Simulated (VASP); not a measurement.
# Mg3Sb2: single point with PBE0

Crystal: Mg3Sb2.

```
Mg Sb
1.0
     4.56967    0.00000    0.00000
    -2.28483    3.95745    0.00000
     0.00000    0.00000    7.24000
Mg Sb
3 2
Direct
  0.33333 0.66667 0.63366
  0.66667 0.33333 0.36634
  0.00000 0.00000 0.00000
  0.33333 0.66667 0.22875
  0.66667 0.33333 0.77125
```

```
Program             : VASP 6.6.1
Task                : single point
Functional          : PBE0
Potentials or basis : VASP PAW PBE potentials, release 64 (Mg, Sb)
Cutoff              : 520 eV
k mesh              : 6 × 6 × 2
Occupations         : gaussian, width 0.01 eV
Spin                : no spin polarisation
```

```
Pressure               : -0.7 GPa
Largest force          : 0.029 eV/Å
Band gap on the k mesh : 1.34 eV (least direct gap 2.40 eV)
```

Forces on the atoms (eV/Å):
```
Mg   0.000  0.000  0.023
Mg   0.000  0.000 -0.023
Mg   0.000  0.000  0.000
Sb   0.000  0.000 -0.029
Sb   0.000  0.000  0.029
```

Stress tensor (GPa, compression positive):
```
-0.74  0.00  0.00
 0.00 -0.74  0.00
 0.00  0.00 -0.60
```

Levels at points of the mesh, in eV from the valence-band top:
| k point | band 4 | band 5 | band 6 | band 7 | band 8 | band 9 | band 10 | band 11 | band 12 | band 13 |
| --- | --- | --- | --- | --- | --- | --- | --- | --- | --- | --- |
| (0.00, 0.00, 0.00) | -1.21 | -1.21 | -0.43 | -0.43 | 0.00 | 2.40 | 2.48 | 4.36 | 4.36 | 5.25 |
| (0.50, 0.00, 0.00) | -4.21 | -3.61 | -2.55 | -2.36 | -1.01 | 1.53 | 3.23 | 3.34 | 4.13 | 6.56 |
| (0.00, 0.00, 0.50) | -3.31 | -0.88 | -0.88 | -0.78 | -0.78 | 3.04 | 3.18 | 4.01 | 4.01 | 4.87 |
| (0.50, 0.00, 0.50) | -5.15 | -2.03 | -1.84 | -1.80 | -1.69 | 1.58 | 2.50 | 2.98 | 3.45 | 6.05 |

Run time: 29 min on 1 thread of AMD EPYC 7R43 64-Core Processor (Zen 3) (shared host), peak memory 0.27 GiB.

Caveat: the k points lie up to 0.43 Å⁻¹ apart; the PAW data sets were made with another functional, which shifts forces and pressure a little; spin-orbit coupling is left out, which moves the levels of the heavy elements. A k mesh can miss the band edges.
